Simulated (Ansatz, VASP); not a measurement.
Mg3ZrN2: VASP beside Ansatz

```xyz
6
Lattice="6.2831 0.0000 0.0000 -3.1415 5.4413 0.0000 0.0000 0.0000 5.3760" Properties=species:S:1:pos:R:3 pbc="T T T"
Mg    3.1415    0.0000    0.0000
Mg   -1.5708    2.7206    0.0000
Mg    1.5708    2.7207    0.0000
Zr    0.0000    0.0000    0.0000
N     0.0000    0.0000    3.2858
N     0.0000    0.0000    2.0901
```

Alike in both runs: functional PBE; k mesh 4 × 4 × 4; occupations gaussian, width 0.2 eV; no spin polarisation.

Ansatz relaxed the structure, and its values are those at the end. VASP's run is a single point on that final structure, the one shown.

|  | VASP | Ansatz |
| --- | --- | --- |
| version | VASP 6.6.1 | Ansatz 0.2.0 |
| potentials or method | VASP PAW PBE potentials, release 64 (Mg_sv, Zr_sv, N), cutoff 840 eV | scalar-relativistic, plane waves, PAW |
| valence electrons in the cell | 52 | 52 |

```csv
,VASP,Ansatz,Ansatz less VASP
gap on the k mesh at the Fermi level (eV),none,none,-
pressure (GPa),-0.1,-0.1,-0.01
rms of the force components (eV/Å),0.141,0.002,-0.1389
```

A gap of «none» marks a metal or a gap that the smearing closes. One of these differences is far larger than is usual between the two programs; its cause wasn't traced.

Noted on VASP's run: the standard files for N, O and F lose accuracy on very short bonds.
